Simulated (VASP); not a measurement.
A run of VASP 6.6.1:

File INCAR:

```
ALGO     = Normal         # electronic algorithm
EDIFF    = 1E-6           # SCF threshold, eV
ENCUT    = 520            # plane-wave cutoff, eV
GGA      = CA             # functional
GGA_COMPAT= False        
ISIF     = 2              # what is computed and relaxed
ISMEAR   = -1             # smearing method
LASPH    = True           # aspherical terms in the spheres
LCHARG   = True           # write CHGCAR
LELF     = True           # ELF
LREAL    = False          # projectors in reciprocal space
LVHAR    = True         
LWAVE    = False          # write WAVECAR
NBANDS   = 58             # bands
NELM     = 120            # most SCF steps
PREC     = Accurate       # precision mode
SIGMA    = 0.02           # smearing width, eV
```

The input KPOINTS:

```
k-points
0
Gamma
  1 1 1
```

File POSCAR:

```
NaH16BrO8
1.0
    6.7827860000      0.0000000000      0.0000000000
    0.0000000000      6.7827860000      0.0000000000
    0.0000000000      0.0000000000      6.7827860000
O H Na Br
8 16 1 1
Direct
    0.5618782606      0.8953253132      0.6683536824
    0.0870881080      0.5111321513      0.0222032657
    0.9139017507      0.9843447810      0.4789919658
    0.2387367079      0.9939720935      0.2245095157
    0.2986678335      0.1841573654      0.8699375154
    0.4541349233      0.7908549673      1.0116491955
    0.3922429515      0.2200423248      0.4982318475
    0.9581166205      0.0682905225      0.8470413190
    0.6912056491      0.8896934092      0.5910550620
    0.4899314235      1.0108972921      0.6192882983
   -0.0343369229      0.4460409041      0.0715340275
    0.1554818330      0.4003222275     -0.0344696117
    0.9384344427      1.0665823749      0.6087616504
    0.8670920769      1.0879010483      0.3920512898
    0.3423666912      0.8893690587      0.1936225026
    0.1463115599      0.9275097283      0.3233332144
    0.4212133480      0.1996229868      0.9692035102
    0.3556650615      0.2195557990      0.7357301262
    0.5295316703      0.8449920136      0.8960772166
    0.5239292527      0.6688991810      1.0270705872
    0.4952094906      0.2838951428      0.4235427743
    0.3242767795      0.1268063005      0.3878347334
    1.0829473317      0.1476089619      0.8938067632
    0.8428542490      0.1170315561      0.9203297878
    0.1242704694      0.8160216171      0.9304436260
    0.6736317495      0.3106393155      0.1378342174
```

Potentials or basis: VASP PAW LDA potentials, release 64 (O, H, Na_pv, Br).

The run is started by

```console
$ cat potpaw_LDA.64/O/POTCAR potpaw_LDA.64/H/POTCAR potpaw_LDA.64/Na_pv/POTCAR potpaw_LDA.64/Br/POTCAR > POTCAR
$ mpirun -np 1 vasp_gam > vasp.out
```

Hardware: 1 thread of Intel(R) Xeon(R) 6975P-C (Granite Rapids), on a shared host.

**Question.** Estimate the wall time of this run.

**Answer.** Wall time 16 s on 1 thread of Intel(R) Xeon(R) 6975P-C (Granite Rapids) (shared host), peak memory 0.27 GiB. Counts: scf iterations 17, k points 1.
